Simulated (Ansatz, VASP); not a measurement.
Au: VASP beside Ansatz

```xyz
1
Lattice="0.0000 2.0828 2.0828 2.0828 0.0000 2.0828 2.0828 2.0828 0.0000" Properties=species:S:1:pos:R:3 pbc="T T T"
Au    0.0000    0.0000    0.0000
```

Alike in both runs: functional PBE; k mesh 8 × 8 × 8; occupations gaussian, width 0.1 eV; no spin polarisation.

Ansatz relaxed the structure, and its values are those at the end. VASP's run is a single point on that final structure, the one shown.

|  | VASP | Ansatz |
| --- | --- | --- |
| version | VASP 6.6.1 | Ansatz 0.2.0 |
| potentials or method | VASP PAW PBE potentials, release 64 (Au), cutoff 500 eV | scalar-relativistic, plane waves, PAW |
| valence electrons in the cell | 11 | 19 |

```csv
,VASP,Ansatz,Ansatz less VASP
gap on the k mesh at the Fermi level (eV),none,none,-
pressure (GPa),-0.3,0.0,+0.23
```

A gap of «none» marks a metal or a gap that the smearing closes. The functional is the same, so the differences come from potentials, cutoffs and numerics. VASP's potentials hold 11 valence electrons a cell and Ansatz's 19, so a difference there can come from the potentials and not from the codes.

Spin-orbit coupling is off throughout.
